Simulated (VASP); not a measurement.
Input of a VASP 6.6.1 run:

INCAR

```
ALGO = Normal
EDIFF = 1E-6
ENCUT = 520
GGA = PE
ISIF = 2
ISMEAR = -1
LASPH = T
LCHARG = T
LELF = T
LREAL = F
LVHAR = T
LWAVE = F
NBANDS = 46
NELM = 100
PREC = Accurate
SIGMA = 0.02
```

File KPOINTS:

```
k-points
0
Gamma
  2 2 2
```

The input POSCAR:

```
ZnCu2SnS4
1.0
   -2.7431650109      2.7431650109      5.4401203113
    2.7431650109     -2.7431650109      5.4401203113
    2.7431650109      2.7431650109     -5.4401203113
Zn Cu Sn S
1 2 1 4
Direct
    0.2500000000      0.7500000000      0.5000000000
    0.0000000000      0.0000000000      0.0000000000
    0.7500000000      0.2500000000      0.5000000000
    0.5000000000      0.5000000000      0.0000000000
    0.3713909946      0.8945593696      1.0073886716
    0.1054406304      0.1128293020      0.4768316250
    0.8871706980      0.3640023229     -0.0073886716
    0.6359976771      0.6286090054      0.5231683750
```

Potentials or basis: VASP PAW PBE potentials, release 64 (Zn, Cu, Sn_d, S).

The run is started by

```sh
$ cat potpaw_PBE.64/Zn/POTCAR potpaw_PBE.64/Cu/POTCAR potpaw_PBE.64/Sn_d/POTCAR potpaw_PBE.64/S/POTCAR > POTCAR
$ mpirun -np 1 vasp_std > vasp.out
```

Estimate the band gap on the k mesh.

0.07 eV, direct.

What does it give for the pressure?

0.4 GPa.

Predict the largest force.

0.051 eV/Å.

Forces in eV/Å, atoms in the order of the input:
```
Zn   0.000  0.000  0.000
Cu   0.000  0.000  0.000
Cu   0.000  0.000  0.000
Sn   0.000  0.000  0.000
S   -0.041  0.020 -0.024
S    0.020  0.041  0.024
S    0.041 -0.020 -0.024
S   -0.020 -0.041  0.024
```

Caveat: the k points lie up to 0.81 Å⁻¹ apart; spin-orbit coupling is left out, which moves the levels of the heavy elements. A k mesh can miss the band edges.
